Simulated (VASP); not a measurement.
Write the native input for VASP 6.6.1 that does the following.

- Task: single point
- Functional: PBE
- Potentials or basis: VASP PAW PBE potentials, release 64 (Mg, B)
- Cutoff: 520 eV
- k mesh: 18 × 18 × 12
- Occupations: gaussian, width 0.1 eV
- Spin: no spin polarisation
- Dipole correction: no
- Further INCAR settings: ALGO = Normal; EDIFF = 1e-06; NBANDS = 11

The structure of MgB2 lies in POSCAR:

```
MgB2
1.0
    3.0758598675      0.0000000000      0.0000000000
   -1.5379299337      2.6637727837      0.0000000000
    0.0000000000      0.0000000000      3.5221602512
Mg B
1 2
Direct
    0.0000000000      0.0000000000      0.0000000000
    0.6666666667      0.3333333333      0.5000000000
    0.3333333333      0.6666666667      0.5000000000
```

The input as run:

INCAR

```
SYSTEM = MgB2
PREC     = Accurate       ! precision mode
ENCUT    = 520            ! plane-wave cutoff, eV
EDIFF    = 1E-6           ! SCF threshold, eV
ISMEAR   = 0              ! smearing method
SIGMA    = 0.1            ! smearing width, eV
LREAL    = .FALSE.        ! projectors in reciprocal space
LASPH    = .TRUE.         ! aspherical terms in the spheres
NELM     = 60             ! most SCF steps
ALGO     = Normal         ! electronic algorithm
ISIF     = 2              ! what is computed and relaxed
LWAVE    = .FALSE.        ! write WAVECAR
LCHARG   = .FALSE.        ! write CHGCAR
GGA      = PE             ! functional
NBANDS   = 11             ! bands
```

KPOINTS

```
Automatic mesh
0
G
  18 18 12
  0 0 0
```

Potentials or basis: VASP PAW PBE potentials, release 64 (Mg, B).

Launch:

```bash
$ cat potpaw_PBE.64/Mg/POTCAR potpaw_PBE.64/B/POTCAR > POTCAR
$ mpirun -np 1 vasp_std > vasp.out
```

It gave:

- Pressure: -0.3 GPa
- Band gap on the k mesh: zero (bands 4 and 5 overlap by 3.80 eV)

Wall time 19 s on 1 thread of Intel(R) Xeon(R) 6975P-C (Granite Rapids) (shared host), peak memory 0.21 GiB.
